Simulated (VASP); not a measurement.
A run of VASP 6.6.1 is set up as follows.

File INCAR:

```
SYSTEM = Ir3F
PREC     = Accurate       ! precision mode
ENCUT    = 520            ! plane-wave cutoff, eV
EDIFF    = 1E-6           ! SCF threshold, eV
ISMEAR   = 0              ! smearing method
SIGMA    = 0.1            ! smearing width, eV
LREAL    = .False.        ! projectors in reciprocal space
LASPH    = .True.         ! aspherical terms in the spheres
NELM     = 120            ! most SCF steps
ALGO     = Normal         ! electronic algorithm
ISIF     = 2              ! what is computed and relaxed
LWAVE    = .False.        ! write WAVECAR
LCHARG   = .False.        ! write CHGCAR
LDIPOL   = .True.       
IDIPOL   = 3            
DIPOL    = 0.5 0.5 0.362
GGA      = PE             ! functional
NBANDS   = 37             ! bands
GGA_COMPAT= .False.      
NELMDL   = -8
```

Contents of KPOINTS:

```
regular mesh
0
Gamma
  12 12 1
  0 0 0
```

File POSCAR:

```
Ir3F
1.0
    2.7367600872      0.0000000000      0.0000000000
   -1.3683800436      2.3701037596      0.0000000000
    0.0000000000      0.0000000000     19.8425800730
Ir F
3 1
Direct
    0.6666666667      0.3333333333      0.2015866881
    0.3333333333      0.6666666667      0.3110139949
    0.0000000000      0.0000000000      0.4204382718
    0.0000000000      0.1666666667      0.5140092906
```

Potentials or basis: VASP PAW PBE potentials, release 64 (Ir_sv_GW, F).

Launch:

```sh
$ cat potpaw_PBE.64/Ir_sv_GW/POTCAR potpaw_PBE.64/F/POTCAR > POTCAR
$ mpirun -np 1 vasp_std > vasp.out
```

Q: Estimate the largest force.

A: 1.058 eV/Å.

Q: Estimate the band gap on the k mesh.

A: Zero (bands 29 and 30 overlap by 2.34 eV).

Forces in eV/Å, atoms in the order of the input:
```
Ir   0.064 -0.116 -0.324
Ir   0.053 -0.084  0.720
Ir  -0.480  0.797 -0.504
F    0.364 -0.598  0.108
```

Caveat: spin-orbit coupling is left out, which moves the levels of the heavy elements.
